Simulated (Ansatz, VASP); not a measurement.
## AlNi: VASP beside Ansatz

File INCAR:

```
SYSTEM = AlNi
  PREC = Accurate
  ENCUT = 520
  EDIFF = 1E-6
  ISMEAR = 0
  SIGMA = 0.15
  LREAL = .FALSE.
  LASPH = .TRUE.
  NELM = 80
  ALGO = Fast
  ISIF = 2
  LWAVE = .FALSE.
  LCHARG = .FALSE.
  GGA = PE
  NBANDS = 14
```

Contents of KPOINTS:

```
regular mesh
0
G
  20 20 20
  0 0 0
```

POSCAR

```
AlNi
1.0
    2.0325957579     -2.0325957579      0.0000000000
    2.0325957579      2.0325957579      0.0000000000
    0.0000000000      0.0000000000      2.9011416498
Al Ni
1 1
Direct
    0.0000000000      0.0000000000      0.0000000000
    0.5000000000      0.5000000000      0.5000000000
```

Input for Ansatz:

```yaml
crystal:
  lattice:
    - [2.0325957579, -2.0325957579, 0.0]
    - [2.0325957579, 2.0325957579, 0.0]
    - [0.0, 0.0, 2.9011416498]
  atoms:
    - { symbol: Al, position: [0.0, 0.0, 0.0] }
    - { symbol: Ni, position: [0.5, 0.5, 0.5] }
basis:
  ecutwfc: 420
kpoints:
  mp_grid: { grid: [20, 20, 20] }
hamiltonian:
  xc: pbe
scf:
  occupations: { method: gaussian, width: 0.15 }
output:
  forces: true
  stress: true
  eigenvalues: true
```

Change from the starting cell: strain -0.0050 x Voigt [1, 1, 0, 0, 0, 0], atoms carried along.

Alike in both runs: task single point; functional PBE; k mesh 20 × 20 × 20; occupations gaussian, width 0.15 eV; no spin polarisation.

```csv
,VASP,Ansatz
version,VASP 6.6.1,Ansatz 0.2.0
potentials or method,"VASP PAW PBE potentials, release 64 (Al, Ni), cutoff 520 eV","scalar-relativistic, plane waves, PAW"
valence electrons in the cell,13,21
```

|  | VASP | Ansatz | Ansatz less VASP |
| --- | --- | --- | --- |
| gap on the k mesh at the Fermi level (eV) | none | none | - |
| pressure (GPa) | 1.4 | 1.7 | +0.21 |
| traceless stress, the component that is largest in VASP (GPa) | -0.45 | -0.43 | +0.013 |

A gap of «none» marks a metal or a gap that the smearing closes. VASP's potentials hold 13 valence electrons a cell and Ansatz's 21, so a difference there can come from the potentials and not from the codes.
